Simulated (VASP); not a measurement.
# TiO2 (P4_2/mnm) in VASP: further runs

Runs on TiO2. Level: r2SCAN+U. Tasks: single point.

Program: VASP 6.6.1. These are calculated values, not measurements. Logs are shortened: lines on timing, memory, paths and dates and some standing lists are left out, and cuts for length are marked.

## 1. The cell of the first run

It takes space group P4_2/mnm (No. 136, tetragonal). Conventional cell: a = 4.459 Å, b = 4.459 Å, c = 3.059 Å, α = 90.00°, β = 90.00°, γ = 90.00°. Within 2.6 Å of Ti (site symmetry mmm) lie 6 O at 1.92 to 1.96 Å. O (site symmetry m2m) has 3 Ti at 1.92 to 1.96 Å and 1 O at 2.46 Å within 2.6 Å.

## 2. Single point, r2SCAN+U

POSCAR reads:

```
TiO2
1.0
    4.4594152062      0.0000000000      0.0000000000
    0.0000000000      4.4594152062      0.0000000000
    0.0000000000      0.0000000000      3.0586261594
Ti O
2 4
Direct
    0.5000000000      0.5000000000      0.0000000000
    0.0000000000      0.0000000000      0.5000000000
    0.6949666168      0.6949666168      0.5000000000
    0.8050333832      0.1949666168      0.0000000000
    0.1949666168      0.8050333832      0.0000000000
    0.3050333832      0.3050333832      0.5000000000
```

INCAR.step1 reads:

```
PREC = Accurate
ENCUT = 520
ISMEAR = 0
SIGMA = 0.02
LREAL = False
LASPH = True
NELM = 150
LMAXMIX = 4
LDAU = True
LDAUTYPE = 2
LDAUL = 2 -1
LDAUU = 4 0
LDAUJ = 0 0
NBANDS = 33
GGA = PE
ALGO = Normal
EDIFF = 1E-4
LWAVE = True
LCHARG = False
```

INCAR.step2 reads:

```
PREC = Accurate
ENCUT = 520
EDIFF = 1E-6
ISMEAR = 0
SIGMA = 0.02
LREAL = False
LASPH = True
NELM = 150
ALGO = Normal
ISIF = 2
LWAVE = False
LCHARG = False
LMAXMIX = 4
LDAU = True
LDAUTYPE = 2
LDAUL = 2 -1
LDAUU = 4 0
LDAUJ = 0 0
LDAUPRINT = 1
METAGGA = R2SCAN
LMIXTAU = True
NBANDS = 33
ISTART = 1
```

KPOINTS reads:

```
regular mesh
0
Gamma
  6 6 8
```

Potentials or basis: VASP PAW PBE potentials, release 64 (Ti_sv, O).

Started as:

```sh
> cat potpaw_PBE.64/Ti_sv/POTCAR potpaw_PBE.64/O/POTCAR > POTCAR
> cp INCAR.step1 INCAR
> mpirun -np 1 vasp_std > vasp.out
> cp INCAR.step2 INCAR
> mpirun -np 1 vasp_std > vasp.out
```

OUTCAR:

```text
PREC = Accurate
   ENCUT = 520
   EDIFF = 1E-6
   ISMEAR = 0
   LREAL = False
   LASPH = True
   NELM = 150
   ISIF = 2
   METAGGA = R2SCAN
   ISTART = 1

 ion  position               nearest neighbor table
   1  0.500  0.500  0.000-   4 1.92   5 1.92   3 1.96   6 1.96   3 1.96   6 1.96
   2  0.000  0.000  0.500-   3 1.92   6 1.92   5 1.96   4 1.96   4 1.96   5 1.96
   3  0.695  0.695  0.500-   2 1.92   1 1.96   1 1.96
   4  0.805  0.195  0.000-   1 1.92   2 1.96   2 1.96
   5  0.195  0.805  0.000-   1 1.92   2 1.96   2 1.96
   6  0.305  0.305  0.500-   2 1.92   1 1.96   1 1.96

  LATTYP: Found a simple tetragonal cell.
 ALAT       =     4.4594152062
 C/A-ratio  =     0.6858805511

  Lattice vectors:

 A1 = (   4.4594152062,   0.0000000000,   0.0000000000)
 A2 = (   0.0000000000,   4.4594152062,   0.0000000000)
 A3 = (   0.0000000000,   0.0000000000,   3.0586261594)

Analysis of symmetry for initial positions (statically):
=====================================================================
 Subroutine PRICEL returns:
 Original cell was already a primitive cell.

 Routine SETGRP: Setting up the symmetry group for a
 simple tetragonal supercell.

 Subroutine GETGRP returns: Found 16 space group operations
 (whereof  8 operations were pure point group operations)
 out of a pool of 16 trial point group operations.

The static configuration has the point symmetry D_2h.
 The point group associated with its full space group is D_4h.

Analysis of symmetry for dynamics (positions and initial velocities):
=====================================================================
 Subroutine PRICEL returns:
 Original cell was already a primitive cell.

 Routine SETGRP: Setting up the symmetry group for a
 simple tetragonal supercell.

 Subroutine GETGRP returns: Found 16 space group operations
 (whereof  8 operations were pure point group operations)
 out of a pool of 16 trial point group operations.

The dynamic configuration has the point symmetry D_2h.
 The point group associated with its full space group is D_4h.

 Subroutine INISYM returns: Found 16 space group operations
 (whereof  8 operations are pure point group operations),
 and found     1 'primitive' translations

----------------------------------------------------------------------------------------

                                     Primitive cell

  volume of cell :      60.8250

  direct lattice vectors                    reciprocal lattice vectors
     4.459415206  0.000000000  0.000000000     0.224244650  0.000000000  0.000000000
     0.000000000  4.459415206  0.000000000     0.000000000  0.224244650  0.000000000
     0.000000000  0.000000000  3.058626159     0.000000000  0.000000000  0.326944173

  length of vectors
     4.459415206  4.459415206  3.058626159     0.224244650  0.224244650  0.326944173

  position of ions in fractional coordinates (direct lattice)
     0.500000000  0.500000000  0.000000000
     0.000000000  0.000000000  0.500000000
     0.694966617  0.694966617  0.500000000
     0.805033383  0.194966617  0.000000000
     0.194966617  0.805033383  0.000000000
     0.305033383  0.305033383  0.500000000

  ion indices of the primitive-cell ions
   primitive index   ion index
                 1           1
                 2           2
                 3           3
                 4           4
                 5           5
                 6           6

----------------------------------------------------------------------------------------

 KPOINTS: regular mesh

Automatic generation of k-mesh.
 Grid dimensions read from file:
 generate k-points for:    6    6    8

 Generating k-lattice:

  Cartesian coordinates                     Fractional coordinates (reciprocal lattice)
     0.037374108  0.000000000  0.000000000     0.166666667  0.000000000  0.000000000
     0.000000000  0.037374108  0.000000000     0.000000000  0.166666667  0.000000000
     0.000000000  0.000000000  0.040868022     0.000000000  0.000000000  0.125000000

[... 65 lines left out ...]
   TEBEG  =    0.0;   TEEND  =   0.0 temperature during run
   PSTRESS=    0.0 pullay stress
   NELECT =      48.0000    total number of electrons
   NUPDOWN=      -1.0000    fix difference up-down
   EMIN   =  10.00;   EMAX   =-10.00  energy-range for DOS
   EFERMI =   0.00;   METHOD = LEGACY
   ISMEAR =     0;   SIGMA  =   0.02  broadening in eV -4-tet -1-fermi 0-gaus
   EFERMI_NEDOS =   21; number of points for ismear=-14 and -15
   IALGO  =     38    algorithm
   IMIX   =      4    mixing-type and parameters
     AMIX     =   0.40;   BMIX     =  1.00
     AMIX_MAG =   1.60;   BMIX_MAG =  1.00
  volume/ion in A,a.u.               =      10.14        68.41
  Fermi-wavevector in a.u.,A,eV,Ry     =   1.512845  2.858863 31.139664  2.288701
  Thomas-Fermi vector in A             =   2.622715
   LORBIT       =      0    0 simple, 1 ext, 2 COOP (PROOUT), +10 PAW based schemes
 LDA+U is selected, type is set to LDAUTYPE =  2
   angular momentum for each species LDAUL =     2   -1
   U (eV)           for each species LDAUU =   4.0  0.0
   J (eV)           for each species LDAUJ =   0.0  0.0
   METAGGA = R2SCAN    functional components
   LHFCALC =     F    Hartree Fock is set to
   AEXX    =    0.0000 exact exchange contribution
   IVDW    =     0    specifies the selected vdW correction
   LEPSILON=     F    determine dielectric tensor
   LRPA    =     F    only Hartree local field effects (RPA)
 non-spin polarized calculation
 Gauss-broadening in eV      SIGMA  =   0.02
  energy-cutoff  :      520.00
  volume of cell :       60.83
 maximum number of plane-waves:      1656
 NGX is ok and might be reduce to    36
   NGX = 17   NGY = 17   NGZ = 11

atom =   1  type =  1  l = 2

 onsite density matrix

spin component  1

  0.2004  0.0000  0.0926  0.0000 -0.0000
  0.0000  0.1729  0.0000  0.0845  0.0000
  0.0926  0.0000  0.1297  0.0000 -0.0000
  0.0000  0.0845  0.0000  0.1729  0.0000
 -0.0000  0.0000 -0.0000  0.0000  0.0964

spin component  2

  0.2004  0.0000  0.0926  0.0000 -0.0000
  0.0000  0.1729  0.0000  0.0845  0.0000
  0.0926  0.0000  0.1297  0.0000 -0.0000
  0.0000  0.0845  0.0000  0.1729  0.0000
 -0.0000  0.0000 -0.0000  0.0000  0.0964

 occupancies and eigenvectors

  o =  0.0659  v = -0.5673  0.0000  0.8235  0.0000  0.0000  0.0000  0.0000  0.0000  0.0000  0.0000      0.0000  0.0000  0.0000  0.0000  0.0000  0.0000  0.0000  0.0000  0.0000  0.0000
  o =  0.0659  v =  0.0000  0.0000  0.0000  0.0000  0.0000 -0.5673  0.0000  0.8235  0.0000  0.0000      0.0000  0.0000  0.0000  0.0000  0.0000  0.0000  0.0000  0.0000  0.0000  0.0000
  o =  0.0883  v =  0.0000 -0.7071  0.0000  0.7071  0.0000  0.0000  0.0000  0.0000  0.0000  0.0000      0.0000  0.0000  0.0000  0.0000  0.0000  0.0000  0.0000  0.0000  0.0000  0.0000
  o =  0.0883  v =  0.0000  0.0000  0.0000  0.0000  0.0000  0.0000 -0.7071  0.0000  0.7071  0.0000      0.0000  0.0000  0.0000  0.0000  0.0000  0.0000  0.0000  0.0000  0.0000  0.0000
  o =  0.0964  v = -0.0000 -0.0000  0.0000  0.0000 -1.0000  0.0000  0.0000  0.0000  0.0000  0.0000      0.0000  0.0000  0.0000  0.0000  0.0000  0.0000  0.0000  0.0000  0.0000  0.0000
  o =  0.0964  v =  0.0000  0.0000  0.0000  0.0000  0.0000 -0.0000 -0.0000  0.0000  0.0000 -1.0000      0.0000  0.0000  0.0000  0.0000  0.0000  0.0000  0.0000  0.0000  0.0000  0.0000
  o =  0.2574  v =  0.0000  0.0000  0.0000  0.0000  0.0000  0.0000 -0.7071  0.0000 -0.7071  0.0000      0.0000  0.0000  0.0000  0.0000  0.0000  0.0000  0.0000  0.0000  0.0000  0.0000
  o =  0.2574  v =  0.0000 -0.7071  0.0000 -0.7071  0.0000  0.0000  0.0000  0.0000  0.0000  0.0000      0.0000  0.0000  0.0000  0.0000  0.0000  0.0000  0.0000  0.0000  0.0000  0.0000
  o =  0.2642  v = -0.8235  0.0000 -0.5673  0.0000  0.0000  0.0000  0.0000  0.0000  0.0000  0.0000      0.0000  0.0000  0.0000  0.0000  0.0000  0.0000  0.0000  0.0000  0.0000  0.0000
  o =  0.2642  v =  0.0000  0.0000  0.0000  0.0000  0.0000 -0.8235  0.0000 -0.5673  0.0000  0.0000      0.0000  0.0000  0.0000  0.0000  0.0000  0.0000  0.0000  0.0000  0.0000  0.0000

atom =   2  type =  1  l = 2

 onsite density matrix

spin component  1

  0.2004  0.0000 -0.0926  0.0000 -0.0000
  0.0000  0.1729  0.0000 -0.0845  0.0000
 -0.0926  0.0000  0.1297  0.0000  0.0000
  0.0000 -0.0845  0.0000  0.1729  0.0000
 -0.0000  0.0000  0.0000  0.0000  0.0964

spin component  2

  0.2004  0.0000 -0.0926  0.0000 -0.0000
  0.0000  0.1729  0.0000 -0.0845  0.0000
 -0.0926  0.0000  0.1297  0.0000  0.0000
  0.0000 -0.0845  0.0000  0.1729  0.0000
 -0.0000  0.0000  0.0000  0.0000  0.0964

 occupancies and eigenvectors

  o =  0.0659  v = -0.5673  0.0000 -0.8235  0.0000  0.0000  0.0000  0.0000  0.0000  0.0000  0.0000      0.0000  0.0000  0.0000  0.0000  0.0000  0.0000  0.0000  0.0000  0.0000  0.0000
  o =  0.0659  v =  0.0000  0.0000  0.0000  0.0000  0.0000 -0.5673  0.0000 -0.8235  0.0000  0.0000      0.0000  0.0000  0.0000  0.0000  0.0000  0.0000  0.0000  0.0000  0.0000  0.0000
  o =  0.0883  v =  0.0000 -0.7071  0.0000 -0.7071  0.0000  0.0000  0.0000  0.0000  0.0000  0.0000      0.0000  0.0000  0.0000  0.0000  0.0000  0.0000  0.0000  0.0000  0.0000  0.0000
  o =  0.0883  v =  0.0000  0.0000  0.0000  0.0000  0.0000  0.0000 -0.7071  0.0000 -0.7071  0.0000      0.0000  0.0000  0.0000  0.0000  0.0000  0.0000  0.0000  0.0000  0.0000  0.0000
  o =  0.0964  v = -0.0000 -0.0000 -0.0000  0.0000 -1.0000  0.0000  0.0000  0.0000  0.0000  0.0000      0.0000  0.0000  0.0000  0.0000  0.0000  0.0000  0.0000  0.0000  0.0000  0.0000
  o =  0.0964  v =  0.0000  0.0000  0.0000  0.0000  0.0000 -0.0000 -0.0000 -0.0000  0.0000 -1.0000      0.0000  0.0000  0.0000  0.0000  0.0000  0.0000  0.0000  0.0000  0.0000  0.0000
  o =  0.2574  v =  0.0000  0.0000  0.0000  0.0000  0.0000  0.0000 -0.7071  0.0000  0.7071  0.0000      0.0000  0.0000  0.0000  0.0000  0.0000  0.0000  0.0000  0.0000  0.0000  0.0000
  o =  0.2574  v =  0.0000 -0.7071  0.0000  0.7071  0.0000  0.0000  0.0000  0.0000  0.0000  0.0000      0.0000  0.0000  0.0000  0.0000  0.0000  0.0000  0.0000  0.0000  0.0000  0.0000
  o =  0.2642  v = -0.8235  0.0000  0.5673  0.0000  0.0000  0.0000  0.0000  0.0000  0.0000  0.0000      0.0000  0.0000  0.0000  0.0000  0.0000  0.0000  0.0000  0.0000  0.0000  0.0000
  o =  0.2642  v =  0.0000  0.0000  0.0000  0.0000  0.0000 -0.8235  0.0000  0.5673  0.0000  0.0000      0.0000  0.0000  0.0000  0.0000  0.0000  0.0000  0.0000  0.0000  0.0000  0.0000

 number of electron      47.9999998 magnetization

 Free energy of the ion-electron system (eV)
  ---------------------------------------------------
  ext. energy  EPLUGINS =         0.00000000
  ---------------------------------------------------
  free energy    TOTEN  =       -64.50418318 eV

  energy without entropy =      -64.50418318  energy(sigma->0) =      -64.50418318

 E-fermi :   5.3082     XC(G=0): -12.3308

 val. band max:        5.2129885028   @ k =   0.0000   0.0000   0.0000
 cond. band min:       8.0933126266   @ k =   0.0000   0.0000   0.0000
 fundamental gap:      2.8803241238
 Fermi energy:         5.3081564649

 k-point     1 :       0.0000    0.0000    0.0000
  band No.  band energies     occupation
      1     -54.9183      2.00000
      2     -54.8966      2.00000
      3     -30.1571      2.00000
      4     -30.1571      2.00000
      5     -29.9752      2.00000
      6     -29.9752      2.00000
[... 853 lines left out ...]
     32      10.7295      0.00000
     33      12.3714      0.00000

 [... further k-points ...]

------------------------ aborting loop because EDIFF is reached ----------------------------------------

  FORCE on cell =-STRESS in cart. coord.  units (eV):
  Direction    XX          YY          ZZ          XY          YZ          ZX
  --------------------------------------------------------------------------------------
  -------------------------------------------------------------------------------------
  Total        6.8509533      6.8509533      2.1596929      0.0000000      0.0000000      0.0000000
  in kB      180.4593423    180.4593423     56.8879599      0.0000000      0.0000000      0.0000000
  external PRESSURE =     139.2688815 kB  Pullay stress =       0.0000000 kB

 VOLUME and BASIS-vectors are now :
 -----------------------------------------------------------------------------
  energy-cutoff  :      520.00
  volume of cell :       60.83
      direct lattice vectors                 reciprocal lattice vectors
     4.459415206  0.000000000  0.000000000     0.224244650  0.000000000  0.000000000
     0.000000000  4.459415206  0.000000000     0.000000000  0.224244650  0.000000000
     0.000000000  0.000000000  3.058626159     0.000000000  0.000000000  0.326944173

 POSITION                                       TOTAL-FORCE (eV/Angst)
 -----------------------------------------------------------------------------------
      2.22971      2.22971      0.00000        -0.000000      0.000000     -0.000000
      0.00000      0.00000      1.52931        -0.000000      0.000000     -0.000000
      3.09914      3.09914      1.52931         0.040415      0.040415     -0.000000
      3.58998      0.86944      0.00000        -0.040415      0.040415     -0.000000
      0.86944      3.58998      0.00000         0.040415     -0.040415      0.000000
      1.36027      1.36027      1.52931        -0.040415     -0.040415      0.000000
 -----------------------------------------------------------------------------------
    total drift:                                0.000000      0.000000      0.000000

  FREE ENERGIE OF THE ION-ELECTRON SYSTEM (eV)
  ---------------------------------------------------
  free  energy   TOTEN  =       -64.5041831804 eV

  energy  without entropy=      -64.5041831804  energy(sigma->0) =      -64.50418318
```

Run time: 4.9 min. Hardware: 1 thread of Intel Xeon 6975P-C, shared host; peak memory 0.23 GiB.

What came out:

```yaml
Free_energy: -64.5042 eV
Pressure: 13.9 GPa
Largest_force: 0.057 eV/Å
Band_gap_on_the_k_mesh: 2.88 eV, direct
```

Forces on the atoms (eV/Å):
```
Ti   0.000  0.000  0.000
Ti   0.000  0.000  0.000
O    0.040  0.040  0.000
O   -0.040  0.040  0.000
O    0.040 -0.040  0.000
O   -0.040 -0.040  0.000
```

Levels at points of the mesh, in eV from the valence-band top:
```csv
k point,band 21,band 22,band 23,band 24,band 25,band 26,band 27,band 28
"(0.00, 0.00, 0.00)",-1.01,-0.47,-0.47,0.00,2.88,3.25,3.35,3.40
"(0.50, 0.00, 0.00)",-2.10,-2.10,-0.83,-0.83,3.57,3.57,4.07,4.07
"(0.50, 0.50, 0.00)",-1.78,-1.78,-1.11,-1.11,2.94,2.94,3.43,3.43
"(0.00, 0.00, 0.50)",-2.60,-2.60,-1.48,-1.48,3.89,3.89,4.06,4.06
"(0.50, 0.00, 0.50)",-2.06,-2.06,-1.17,-1.17,2.94,2.94,4.00,4.00
"(0.50, 0.50, 0.50)",-1.36,-1.36,-0.70,-0.70,3.61,3.61,4.00,4.00
```

Eigenvalues of the final occupation matrices:
| site | spin | trace | eigenvalues |
| --- | --- | --- | --- |
| site 1 d | 1 | 0.77 | 0.07 0.09 0.10 0.26 0.26 |
| site 1 d | 2 | 0.77 | 0.07 0.09 0.10 0.26 0.26 |
| site 2 d | 1 | 0.77 | 0.07 0.09 0.10 0.26 0.26 |
| site 2 d | 2 | 0.77 | 0.07 0.09 0.10 0.26 0.26 |

Caveat: the PAW data sets were made with another functional, which shifts forces and pressure a little. A k mesh can miss the band edges.

## 3. Single point, r2SCAN+U (biaxial strain in the a-b plane: -1.5 %)

POSCAR reads:

```
TiO2
1.0
    4.5283752352      0.0000000000      0.0000000000
    0.0000000000      4.5283752352      0.0000000000
    0.0000000000      0.0000000000      3.0201141079
Ti O
2 4
Direct
    0.5000000000      0.5000000000      0.0000000000
    0.0000000000      0.0000000000      0.5000000000
    0.6948338994      0.6948338994      0.5000000000
    0.8051661006      0.1948338994      0.0000000000
    0.1948338994      0.8051661006      0.0000000000
    0.3051661006      0.3051661006      0.5000000000
```

INCAR.step1 reads:

```
SYSTEM = TiO2
PREC     = Accurate       ! precision mode
ENCUT    = 520            ! plane-wave cutoff, eV
ISMEAR   = 0              ! smearing method
SIGMA    = 0.02           ! smearing width, eV
LREAL    = .FALSE.        ! projectors in reciprocal space
LASPH    = .TRUE.         ! aspherical terms in the spheres
NELM     = 150            ! most SCF steps
LMAXMIX  = 4              ! l up to which the mixer works
LDAU     = .TRUE.         ! DFT+U
LDAUTYPE = 2            
LDAUL    = 2 -1           ! shell
LDAUU    = 4 0            ! U, eV
LDAUJ    = 0 0          
NBANDS   = 33             ! bands
GGA      = PE             ! functional
ALGO     = Normal         ! electronic algorithm
EDIFF    = 1E-4           ! SCF threshold, eV
LWAVE    = .TRUE.         ! write WAVECAR
LCHARG   = .FALSE.        ! write CHGCAR
```

INCAR.step2 reads:

```
SYSTEM = TiO2
PREC     = Accurate       ! precision mode
ENCUT    = 520            ! plane-wave cutoff, eV
EDIFF    = 1E-6           ! SCF threshold, eV
ISMEAR   = 0              ! smearing method
SIGMA    = 0.02           ! smearing width, eV
LREAL    = .FALSE.        ! projectors in reciprocal space
LASPH    = .TRUE.         ! aspherical terms in the spheres
NELM     = 150            ! most SCF steps
ALGO     = Normal         ! electronic algorithm
ISIF     = 2              ! what is computed and relaxed
LWAVE    = .FALSE.        ! write WAVECAR
LCHARG   = .FALSE.        ! write CHGCAR
LMAXMIX  = 4              ! l up to which the mixer works
LDAU     = .TRUE.         ! DFT+U
LDAUTYPE = 2            
LDAUL    = 2 -1           ! shell
LDAUU    = 4 0            ! U, eV
LDAUJ    = 0 0          
LDAUPRINT= 1            
METAGGA  = R2SCAN         ! meta-GGA
LMIXTAU  = .TRUE.       
NBANDS   = 33             ! bands
ISTART   = 1
```

KPOINTS reads:

```
regular mesh
0
G
  6 6 8
  0 0 0
```

Potentials or basis: VASP PAW PBE potentials, release 64 (Ti_sv, O).

Started as:

```sh
> cat potpaw_PBE.64/Ti_sv/POTCAR potpaw_PBE.64/O/POTCAR > POTCAR
> cp INCAR.step1 INCAR
> mpirun -np 1 vasp_std > vasp.out
> cp INCAR.step2 INCAR
> mpirun -np 1 vasp_std > vasp.out
```

It took 4.3 min on 1 thread of Intel Xeon 6975P-C, shared host; peak memory 0.23 GiB.

Results (log left out):

```
Free energy            : -64.6481 eV
Pressure               : 9.6 GPa
Largest force          : 0.156 eV/Å
Band gap on the k mesh : 2.83 eV, direct
```

Forces in eV/Å, atoms in the order of the input:
```
Ti   0.000  0.000  0.000
Ti   0.000  0.000  0.000
O    0.110  0.110  0.000
O   -0.110  0.110  0.000
O    0.110 -0.110  0.000
O   -0.110 -0.110  0.000
```

Stress tensor (GPa, compression positive):
```
11.23  0.00  0.00
 0.00 11.23  0.00
 0.00  0.00  6.41
```

Levels at points of the mesh, in eV from the valence-band top:
| k point | band 20 | band 21 | band 22 | band 23 | band 24 | band 25 | band 26 | band 27 | band 28 | band 29 |
| --- | --- | --- | --- | --- | --- | --- | --- | --- | --- | --- |
| (0.00, 0.00, 0.00) | -2.47 | -0.97 | -0.53 | -0.53 | 0.00 | 2.83 | 3.14 | 3.34 | 3.39 | 3.39 |
| (0.50, 0.00, 0.00) | -3.20 | -1.96 | -1.96 | -0.82 | -0.82 | 3.49 | 3.49 | 3.99 | 3.99 | 4.42 |
| (0.50, 0.50, 0.00) | -2.06 | -1.68 | -1.68 | -1.18 | -1.18 | 2.86 | 2.86 | 3.42 | 3.42 | 4.65 |
| (0.00, 0.00, 0.50) | -2.77 | -2.53 | -2.53 | -1.52 | -1.52 | 3.94 | 3.94 | 3.99 | 3.99 | 4.61 |
| (0.50, 0.00, 0.50) | -2.68 | -2.05 | -2.05 | -1.17 | -1.17 | 2.89 | 2.89 | 4.07 | 4.07 | 4.78 |
| (0.50, 0.50, 0.50) | -2.73 | -1.33 | -1.33 | -0.74 | -0.74 | 3.53 | 3.53 | 4.08 | 4.08 | 4.18 |

Eigenvalues of the final occupation matrices:
| site | spin | trace | eigenvalues |
| --- | --- | --- | --- |
| site 1 d | 1 | 0.77 | 0.07 0.09 0.09 0.25 0.26 |
| site 1 d | 2 | 0.77 | 0.07 0.09 0.09 0.25 0.26 |
| site 2 d | 1 | 0.77 | 0.07 0.09 0.09 0.25 0.26 |
| site 2 d | 2 | 0.77 | 0.07 0.09 0.09 0.25 0.26 |

Caveat: the cell differs from its parent crystal (biaxial strain in the a-b plane: -1.5 %); the PAW data sets were made with another functional, which shifts forces and pressure a little. A k mesh can miss the band edges.
